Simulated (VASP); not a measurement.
# MgO (gw) (Immm) in VASP: single point with PBEsol

Aim: the single point of MgO (gw) with PBEsol.

Program: VASP 6.6.1. These are calculated values, not measurements. Logs are shortened: lines on timing, memory, paths and dates and some standing lists are left out, and cuts for length are marked.

## Step 1: The cell of the first run

The structure is orthorhombic, space group Immm (No. 71). Conventional cell: a = 2.950 Å, b = 2.993 Å, c = 4.173 Å, α = 90.00°, β = 90.00°, γ = 90.00°. Within 2.8 Å of Mg (site symmetry mmm) lie 6 O at 2.09 to 2.10 Å. O (site symmetry mmm) has 6 Mg at 2.09 to 2.10 Å within 2.8 Å.

## Step 2: Single point, PBEsol

INCAR

```
SYSTEM = MgO
PREC = Accurate
ENCUT = 600
EDIFF = 1E-6
ISMEAR = 0
SIGMA = 0.01
LREAL = .FALSE.
LASPH = .TRUE.
NELM = 120
ALGO = Normal
ISIF = 2
LWAVE = .FALSE.
LCHARG = .TRUE.
GGA = PS
LELF = .TRUE.
LVHAR = .TRUE.
NBANDS = 11
GGA_COMPAT = .FALSE.
```

KPOINTS

```
regular mesh
0
G
  6 6 6
  0 0 0
```

POSCAR

```
MgO
1.0
    0.0150839607      2.1013882601      2.0863042994
    2.1013882601      0.0150839607      2.0863042994
    2.1164722208      2.1164722208      0.0000000000
Mg O
1 1
Direct
    0.0000000000      0.0000000000      0.0000000000
    0.5000000000      0.5000000000      0.5000000000
```

Potentials or basis: VASP PAW PBE potentials, release 64 (Mg, O).

Started as:

```sh
cat potpaw_PBE.64/Mg/POTCAR potpaw_PBE.64/O/POTCAR > POTCAR
mpirun -np 1 vasp_std > vasp.out
```

OUTCAR:

```text
SYSTEM = MgO
   PREC = Accurate
   ENCUT = 600
   EDIFF = 1E-6
   ISMEAR = 0
   LREAL = .FALSE.
   LASPH = .TRUE.
   NELM = 120
   ISIF = 2
   GGA = PS

 ion  position               nearest neighbor table
   1  0.000  0.000  0.000-   2 2.09   2 2.09   2 2.10   2 2.10   2 2.10   2 2.10
   2  0.500  0.500  0.500-   1 2.09   1 2.09   1 2.10   1 2.10   1 2.10   1 2.10

  LATTYP: Found a body centered orthorhombic cell.
 ALAT       =     2.9504798354
 B/A-ratio  =     1.0144599814
 C/A-ratio  =     1.4142135624

  Lattice vectors:

 A1 = (   2.1013882601,   0.0150839607,  -2.0863042994)
 A2 = (  -2.1013882601,  -0.0150839607,  -2.0863042994)
 A3 = (   0.0150839607,   2.1013882601,   2.0863042994)

Analysis of symmetry for initial positions (statically):
=====================================================================
 Subroutine PRICEL returns:
 Original cell was already a primitive cell.

 Routine SETGRP: Setting up the symmetry group for a
 body centered orthorhombic supercell.

 Subroutine GETGRP returns: Found  8 space group operations
 (whereof  8 operations were pure point group operations)
 out of a pool of  8 trial point group operations.

The static configuration has the point symmetry D_2h.

Analysis of symmetry for dynamics (positions and initial velocities):
=====================================================================
 Subroutine PRICEL returns:
 Original cell was already a primitive cell.

 Routine SETGRP: Setting up the symmetry group for a
 body centered orthorhombic supercell.

 Subroutine GETGRP returns: Found  8 space group operations
 (whereof  8 operations were pure point group operations)
 out of a pool of  8 trial point group operations.

The dynamic configuration has the point symmetry D_2h.

 Subroutine INISYM returns: Found  8 space group operations
 (whereof  8 operations are pure point group operations),
 and found     1 'primitive' translations

----------------------------------------------------------------------------------------

                                     Primitive cell

  volume of cell :      18.4246

  direct lattice vectors                    reciprocal lattice vectors
     0.015083961  2.101388260  2.086304299    -0.239658232  0.239658232  0.239658232
     2.101388260  0.015083961  2.086304299     0.239658232 -0.239658232  0.239658232
     2.116472221  2.116472221  0.000000000     0.236242175  0.236242175 -0.239658232

  length of vectors
     2.961203434  2.961203434  2.993143719     0.415100234  0.415100234  0.411165172

[... 83 lines left out ...]
   NSW    =      0    number of steps for IOM
   IBRION =     -1    ionic relax: 0-MD 1-quasi-New 2-CG
   NFREE  =      0    steps in history (QN), initial steepest desc. (CG)
   ISIF   =      2    stress and relaxation
   ISYM   =      2    0-nonsym 1-usesym 2-fastsym
   POTIM  = 0.5000    time-step for ionic-motion
   TEBEG  =    0.0;   TEEND  =   0.0 temperature during run
   PSTRESS=    0.0 pullay stress
   NELECT =       8.0000    total number of electrons
   NUPDOWN=      -1.0000    fix difference up-down
   EMIN   =  10.00;   EMAX   =-10.00  energy-range for DOS
   EFERMI =   0.00;   METHOD = LEGACY
   ISMEAR =     0;   SIGMA  =   0.01  broadening in eV -4-tet -1-fermi 0-gaus
   EFERMI_NEDOS =   21; number of points for ismear=-14 and -15
   IALGO  =     38    algorithm
   IMIX   =      4    mixing-type and parameters
     AMIX     =   0.40;   BMIX     =  1.00
     AMIX_MAG =   1.60;   BMIX_MAG =  1.00
  volume/ion in A,a.u.               =       9.21        62.17
  Fermi-wavevector in a.u.,A,eV,Ry     =   1.239668  2.342634 20.909131  1.536778
  Thomas-Fermi vector in A             =   2.374142
   LORBIT       =      0    0 simple, 1 ext, 2 COOP (PROOUT), +10 PAW based schemes
   GGA     = PS    functional components
   LHFCALC =     F    Hartree Fock is set to
   AEXX    =    0.0000 exact exchange contribution
   IVDW    =     0    specifies the selected vdW correction
   LEPSILON=     F    determine dielectric tensor
   LRPA    =     F    only Hartree local field effects (RPA)
 non-spin polarized calculation
 Gauss-broadening in eV      SIGMA  =   0.01
  energy-cutoff  :      600.00
  volume of cell :       18.42
 maximum number of plane-waves:       628
   NGX = 11   NGY = 11   NGZ = 11

 number of electron       8.0000003 magnetization

 Free energy of the ion-electron system (eV)
  ---------------------------------------------------
  ext. energy  EPLUGINS =         0.00000000
  ---------------------------------------------------
  free energy    TOTEN  =       -12.51120319 eV

  energy without entropy =      -12.51120319  energy(sigma->0) =      -12.51120319

 E-fermi :   3.3434     XC(G=0): -11.3771

 val. band max:        3.2314424519   @ k =   0.0000   0.0000   0.0000
 cond. band min:       7.9390876115   @ k =   0.0000   0.0000   0.0000
 fundamental gap:      4.7076451596
 Fermi energy:         3.3433732138

 k-point     1 :       0.0000    0.0000    0.0000
  band No.  band energies     occupation
      1     -14.1062      2.00000
      2       3.1234      2.00000
      3       3.1604      2.00000
      4       3.2314      2.00000
      5       7.9391      0.00000
      6      18.6471      0.00000
      7      18.9369      0.00000
      8      19.0694      0.00000
      9      22.7579      0.00000
     10      24.5459      0.00000
     11      24.7819      0.00000
[... 309 lines left out ...]
 k-point    24 :       0.5000    0.5000    0.1667
  band No.  band energies     occupation
      1     -12.5573      2.00000
      2      -0.7189      2.00000
      3       1.1518      2.00000
      4       2.0141      2.00000
      5      12.8982      0.00000
      6      13.8737      0.00000
      7      16.2034      0.00000
      8      21.5359      0.00000
      9      21.6398      0.00000
     10      29.1027      0.00000
     11      30.0366      0.00000

 [... further k-points ...]
[... 5 lines left out ...]
  --------------------------------------------------------------------------------------
  -------------------------------------------------------------------------------------
  Total        0.1469028      0.1469028      0.3286063     -0.2416298      0.0000000      0.0000000
  in kB       12.7744683     12.7744683     28.5751548    -21.0117952      0.0000000      0.0000000
  external PRESSURE =      18.0413638 kB  Pullay stress =       0.0000000 kB

 VOLUME and BASIS-vectors are now :
 -----------------------------------------------------------------------------
  energy-cutoff  :      600.00
  volume of cell :       18.42
      direct lattice vectors                 reciprocal lattice vectors
     0.015083961  2.101388260  2.086304299    -0.239658232  0.239658232  0.239658232
     2.101388260  0.015083961  2.086304299     0.239658232 -0.239658232  0.239658232
     2.116472221  2.116472221  0.000000000     0.236242175  0.236242175 -0.239658232

 POSITION                                       TOTAL-FORCE (eV/Angst)
 -----------------------------------------------------------------------------------
      0.00000      0.00000      0.00000         0.000000     -0.000000      0.000000
      2.11647      2.11647      2.08630         0.000000      0.000000     -0.000000
 -----------------------------------------------------------------------------------
    total drift:                               -0.000000     -0.000000      0.000000

  FREE ENERGIE OF THE ION-ELECTRON SYSTEM (eV)
  ---------------------------------------------------
  free  energy   TOTEN  =       -12.5112031897 eV

  energy  without entropy=      -12.5112031897  energy(sigma->0) =      -12.51120319
```

stdout:

```text
POSCAR found type information on POSCAR MgO
 POSCAR found :  2 types and       2 ions
 scaLAPACK will be used
 -----------------------------------------------------------------------------
|                                                                             |
|                                                                             |
|     You enforced a specific xc type in the INCAR file but a different       |
|     I HOPE YOU KNOW WHAT YOU ARE DOING!                                     |
|                                                                             |
 -----------------------------------------------------------------------------

 LDA part: xc-table for (Slater+PW92), standard interpolation
 POSCAR, INCAR and KPOINTS ok, starting setup
 FFT: planning ... GRIDC
 FFT: planning ... GRID_SOFT
 FFT: planning ... GRID
 WAVECAR not read
 entering main loop
```

Run time: 9.1 s. Hardware: 1 thread of Intel Xeon Platinum 8488C (Sapphire Rapids), shared host; peak memory 0.14 GiB.

What came out:

```
Free energy            : -12.5112 eV
Pressure               : 1.8 GPa
Band gap on the k mesh : 4.71 eV, direct
```

Caveat: the k points lie up to 0.43 Å⁻¹ apart; the PAW data sets were made with another functional, which shifts forces and pressure a little. Expect the measured gap to be larger: semilocal functionals such as PBEsol lack the derivative discontinuity.
